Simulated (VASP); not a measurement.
# Pt (Fm-3m) in VASP: settings compared, part 2 of 2

VASP 6.6.1. Earlier steps stand in the parts before.

## Step 5: Single point, BLYP

This run uses another cell than the first one, of 15.08 Å³/atom.

Contents of INCAR:

```
PREC = Accurate ; ENCUT = 570
EDIFF = 1E-6 ; ISMEAR = -1
SIGMA = 0.1 ; LREAL = F
LASPH = T ; NELM = 120
ALGO = Normal ; ISIF = 2
LWAVE = F ; LCHARG = T
GGA = B5 ; ALDAX = 1.0
AGGAX = 1.0 ; AGGAC = 1.0
ALDAC = 0.0 ; LELF = T
LVHAR = T ; NBANDS = 15
GGA_COMPAT = F
```

Contents of KPOINTS:

```
Automatic mesh
0
Gamma
  12 12 12
```

Contents of POSCAR:

```
Pt
1.0
    0.0000000000      1.9609000000      1.9609000000
    1.9609000000      0.0000000000      1.9609000000
    1.9609000000      1.9609000000      0.0000000000
Pt
1
Direct
    0.0000000000      0.0000000000      0.0000000000
```

Potentials or basis: VASP PAW PBE potentials, release 64 (Pt_sv_GW).

Started as:

```sh
$ cat potpaw_PBE.64/Pt_sv_GW/POTCAR > POTCAR
$ mpirun -np 1 vasp_std > vasp.out
```

OUTCAR:

```text
PREC = Accurate
   ENCUT = 570
   EDIFF = 1E-6
   ISMEAR = -1
   LREAL = F
   LASPH = T
   NELM = 120
   ISIF = 2
   GGA = B5

 ion  position               nearest neighbor table
   1  0.000  0.000  0.000-

  LATTYP: Found a face centered cubic cell.
 ALAT       =     3.9218000000

  Lattice vectors:

 A1 = (   0.0000000000,   1.9609000000,   1.9609000000)
 A2 = (   1.9609000000,   0.0000000000,   1.9609000000)
 A3 = (   1.9609000000,   1.9609000000,   0.0000000000)

Analysis of symmetry for initial positions (statically):
=====================================================================
 Subroutine PRICEL returns:
 Original cell was already a primitive cell.

 Routine SETGRP: Setting up the symmetry group for a
 face centered cubic supercell.

 Subroutine GETGRP returns: Found 48 space group operations
 (whereof 48 operations were pure point group operations)
 out of a pool of 48 trial point group operations.

The static configuration has the point symmetry O_h .

Analysis of symmetry for dynamics (positions and initial velocities):
=====================================================================
 Subroutine PRICEL returns:
 Original cell was already a primitive cell.

 Routine SETGRP: Setting up the symmetry group for a
 face centered cubic supercell.

 Subroutine GETGRP returns: Found 48 space group operations
 (whereof 48 operations were pure point group operations)
 out of a pool of 48 trial point group operations.

The dynamic configuration has the point symmetry O_h .

 Subroutine INISYM returns: Found 48 space group operations
 (whereof 48 operations are pure point group operations),
 and found     1 'primitive' translations

----------------------------------------------------------------------------------------

                                     Primitive cell

  volume of cell :      15.0798

  direct lattice vectors                    reciprocal lattice vectors
     0.000000000  1.960900000  1.960900000    -0.254984956  0.254984956  0.254984956
     1.960900000  0.000000000  1.960900000     0.254984956 -0.254984956  0.254984956
     1.960900000  1.960900000  0.000000000     0.254984956  0.254984956 -0.254984956

  length of vectors
     2.773131374  2.773131374  2.773131374     0.441646899  0.441646899  0.441646899

  position of ions in fractional coordinates (direct lattice)
     0.000000000  0.000000000  0.000000000

  ion indices of the primitive-cell ions
   primitive index   ion index
                 1           1

----------------------------------------------------------------------------------------

 KPOINTS: Automatic mesh

Automatic generation of k-mesh.
 Grid dimensions read from file:
 generate k-points for:   12   12   12

 Generating k-lattice:

  Cartesian coordinates                     Fractional coordinates (reciprocal lattice)
    -0.021248746  0.021248746  0.021248746     0.083333333  0.000000000  0.000000000
     0.021248746 -0.021248746  0.021248746     0.000000000  0.083333333  0.000000000
     0.021248746  0.021248746 -0.021248746     0.000000000  0.000000000  0.083333333

  Length of vectors
     0.036803908  0.036803908  0.036803908

  Shift w.r.t. Gamma in fractional coordinates (k-lattice)
     0.000000000  0.000000000  0.000000000

 Subroutine IBZKPT returns following result:
 ===========================================

 Found     72 irreducible k-points:

 Following reciprocal coordinates:
            Coordinates               Weight
  0.000000  0.000000  0.000000      1.000000
  0.083333  0.000000  0.000000      8.000000
  0.166667  0.000000  0.000000      8.000000
  0.250000  0.000000  0.000000      8.000000
  0.333333  0.000000  0.000000      8.000000
  0.416667  0.000000  0.000000      8.000000
[... 16 lines left out ...]
  0.500000  0.166667  0.000000     24.000000
 -0.416667  0.166667  0.000000     24.000000
 [... further k-points ...]
   k-points           NKPTS =     72   k-points in BZ     NKDIM =     72   number of bands    NBANDS=     15
   number of dos      NEDOS =    301   number of ions     NIONS =      1
   total plane-waves  NPLWV =  13824
   dimension x,y,z NGX =    24 NGY =   24 NGZ =   24
   dimension x,y,z NGXF=    48 NGYF=   48 NGZF=   48
   ions per type =               1
   NGX,Y,Z   is equivalent  to a cutoff of  14.39, 14.39, 14.39 a.u.
   NGXF,Y,Z  is equivalent  to a cutoff of  28.78, 28.78, 28.78 a.u.
 SYSTEM =  unknown system
   PREC   = accura    normal or accurate (medium, high low for compatibility)
   ISTART =      0    job   : 0-new  1-cont  2-samecut
   ICHARG =      2    charge: 1-file 2-atom 10-const
   ISPIN  =      1    spin polarized calculation?
   LNONCOLLINEAR =      F non collinear calculations
   LSORBIT =      F    spin-orbit coupling
   LASPH  =      T    aspherical Exc in radial PAW
   ENCUT  =  570.0 eV  41.89 Ry    6.47 a.u.   5.40  5.40  5.40*2*pi/ulx,y,z
   NELM   =    120;   NELMIN=  2; NELMDL= -5     # of ELM steps
   EDIFF  = 0.1E-05   stopping-criterion for ELM
   LREAL  =      F    real-space projection
   EDIFFG = 0.1E-04   stopping-criterion for IOM
   NSW    =      0    number of steps for IOM
   IBRION =     -1    ionic relax: 0-MD 1-quasi-New 2-CG
   NFREE  =      0    steps in history (QN), initial steepest desc. (CG)
   ISIF   =      2    stress and relaxation
   ISYM   =      2    0-nonsym 1-usesym 2-fastsym
   POTIM  = 0.5000    time-step for ionic-motion
   TEBEG  =    0.0;   TEEND  =   0.0 temperature during run
   PSTRESS=    0.0 pullay stress
   NELECT =      18.0000    total number of electrons
   NUPDOWN=      -1.0000    fix difference up-down
   EMIN   =  10.00;   EMAX   =-10.00  energy-range for DOS
   EFERMI =   0.00;   METHOD = LEGACY
   ISMEAR =    -1;   SIGMA  =   0.10  broadening in eV -4-tet -1-fermi 0-gaus
   EFERMI_NEDOS =   21; number of points for ismear=-14 and -15
   IALGO  =     38    algorithm
   IMIX   =      4    mixing-type and parameters
     AMIX     =   0.40;   BMIX     =  1.00
     AMIX_MAG =   1.60;   BMIX_MAG =  1.00
  volume/ion in A,a.u.               =      15.08       101.76
  Fermi-wavevector in a.u.,A,eV,Ry     =   1.736602  3.281701 41.032252  3.015785
  Thomas-Fermi vector in A             =   2.809985
   LORBIT       =      0    0 simple, 1 ext, 2 COOP (PROOUT), +10 PAW based schemes
   GGA     = B5    functional components
   LHFCALC =     F    Hartree Fock is set to
   AEXX    =    0.0000 exact exchange contribution
   IVDW    =     0    specifies the selected vdW correction
   LEPSILON=     F    determine dielectric tensor
   LRPA    =     F    only Hartree local field effects (RPA)
 non-spin polarized calculation
  energy-cutoff  :      570.00
  volume of cell :       15.08
 maximum number of plane-waves:       487
 NGX is ok and might be reduce to    24
   NGX = 11   NGY = 11   NGZ = 11

 number of electron      18.0000001 magnetization

 Free energy of the ion-electron system (eV)
  ---------------------------------------------------
  ext. energy  EPLUGINS =         0.00000000
  ---------------------------------------------------
  free energy    TOTEN  =        -4.96022257 eV

  energy without entropy =       -4.90988514  energy(sigma->0) =       -4.93505385

 E-fermi :  11.3511     XC(G=0): -13.4034

 val. band max:       11.3507822339   @ k =   0.4167   0.4167   0.0000
 cond. band min:      11.3580947596   @ k =  -0.3333   0.4167   0.0833
 fundamental gap:      0.0073125257
 Fermi energy:        11.3510565088

 k-point     1 :       0.0000    0.0000    0.0000
  band No.  band energies     occupation
      1     -86.7130      2.00000
      2     -40.9452      2.00000
      3     -40.9452      2.00000
      4     -40.9452      2.00000
      5       1.2950      2.00000
      6       7.5263      2.00000
      7       7.5263      2.00000
      8       7.5263      2.00000
      9       9.6685      2.00000
     10       9.6685      2.00000
     11      26.2702      0.00000
     12      31.0699      0.00000
     13      31.0699      0.00000
     14      31.0699      0.00000
     15      36.9060      0.00000
[... 397 lines left out ...]
 k-point    24 :      -0.4167    0.1667    0.0000
  band No.  band energies     occupation
      1     -86.6757      2.00000
      2     -41.3842      2.00000
      3     -41.1035      2.00000
      4     -41.0347      2.00000
      5       4.8877      2.00000
      6       6.9216      2.00000
      7       8.1488      2.00000
      8       8.5725      2.00000
      9      11.0232      1.92737
     10      14.5117      0.00000
     11      17.4287      0.00000
     12      26.4325      0.00000
     13      28.4627      0.00000
     14      29.9980      0.00000
     15      38.4355      0.00000

 [... further k-points ...]
[... 5 lines left out ...]
  --------------------------------------------------------------------------------------
  -------------------------------------------------------------------------------------
  Total        2.4237452      2.4237452      2.4237452     -0.0000000     -0.0000000      0.0000000
  in kB      257.5142187    257.5142187    257.5142187     -0.0000000     -0.0000000      0.0000000
  external PRESSURE =     257.5142187 kB  Pullay stress =       0.0000000 kB

 VOLUME and BASIS-vectors are now :
 -----------------------------------------------------------------------------
  energy-cutoff  :      570.00
  volume of cell :       15.08
      direct lattice vectors                 reciprocal lattice vectors
     0.000000000  1.960900000  1.960900000    -0.254984956  0.254984956  0.254984956
     1.960900000  0.000000000  1.960900000     0.254984956 -0.254984956  0.254984956
     1.960900000  1.960900000  0.000000000     0.254984956  0.254984956 -0.254984956

 POSITION                                       TOTAL-FORCE (eV/Angst)
 -----------------------------------------------------------------------------------
      0.00000      0.00000      0.00000         0.000000      0.000000      0.000000
 -----------------------------------------------------------------------------------
    total drift:                                0.000000      0.000000      0.000000

  FREE ENERGIE OF THE ION-ELECTRON SYSTEM (eV)
  ---------------------------------------------------
  free  energy   TOTEN  =        -4.9602225731 eV

  energy  without entropy=       -4.9098851367  energy(sigma->0) =       -4.93505385
```

Wall time 25 s (1 thread of Intel Xeon 6975P-C (Granite Rapids), shared host); peak memory 0.15 GiB.

What came out:

```
Free energy            : -4.9602 eV
Pressure               : 25.8 GPa
Band gap on the k mesh : zero (bands 9 and 10 overlap by 2.25 eV)
```

Levels at points of the mesh, in eV from the Fermi level:
```
           k point  band 5  band 6  band 7  band 8  band 9  band 10  band 11  band 12  band 13  band 14
(0.00, 0.00, 0.00)  -10.06   -3.82   -3.82   -3.82   -1.68    -1.68    14.92    19.72    19.72    19.72
(0.50, 0.00, 0.00)   -7.28   -3.89   -3.89   -0.17    0.01     0.01     5.85    14.52    19.03    19.03
(0.50, 0.50, 0.00)   -7.03   -6.61   -0.03    0.47    0.47     2.04     8.88    11.55    11.55    20.59
```

Caveat: the cell stands under pressure; the PAW data sets were made with another functional, which shifts forces and pressure a little; spin-orbit coupling is left out, which moves the levels of the heavy elements.

## Step 6: Summary

| level | potentials or basis | cell | k mesh | cutoff (eV) | smearing | grid for exact exchange (PRECFOCK) | share of exact exchange | screening parameter | gap on the mesh (eV) | pressure (GPa) |
| --- | --- | --- | --- | --- | --- | --- | --- | --- | --- | --- |
| LDA | VASP PAW LDA potentials, release 64 (Pt_sv_GW) | a = 2.717 Å, angles 60.0°, 1 atom | 12 × 12 × 12 | 570 | fermi-dirac 0.05 eV | - | - | - | none | 13.7 |
| PBE0 | VASP PAW PBE potentials, release 64 (Pt) | a = 2.773 Å, angles 60.0°, 1 atom | 7 × 7 × 7 | 400 | methfessel-paxton 0.15 eV | Normal | 0.25 | - | none | 2.7 |
| PBE-based screened hybrid with 25 % exact exchange | VASP PAW PBE potentials, release 64 (Pt) | a = 2.905 Å, angles 60.0°, 1 atom | 8 × 8 × 8 | 400 | gaussian 0.01 eV | Normal | 0.25 | 0.3 1/Å | none | -25.1 |
| BLYP | VASP PAW PBE potentials, release 64 (Pt_sv_GW) | a = 2.773 Å, angles 60.0°, 1 atom | 12 × 12 × 12 | 570 | fermi-dirac 0.1 eV | - | - | - | none | 25.8 |

Alike in all rows: task single point; no spin polarisation.

Caveats: some runs use coarse meshes; spin-orbit coupling is left out, which moves the levels of the heavy elements; the PAW data sets were made with another functional, which shifts forces and pressure a little (at least some runs); the cell stands under pressure (at least some runs); the cell stands under tension (at least some runs).

Total energies depend on the potentials used, so only differences within one code and one set of settings carry meaning.

The gap in the log of VASP goes by the Fermi energy; the results here count the filled bands.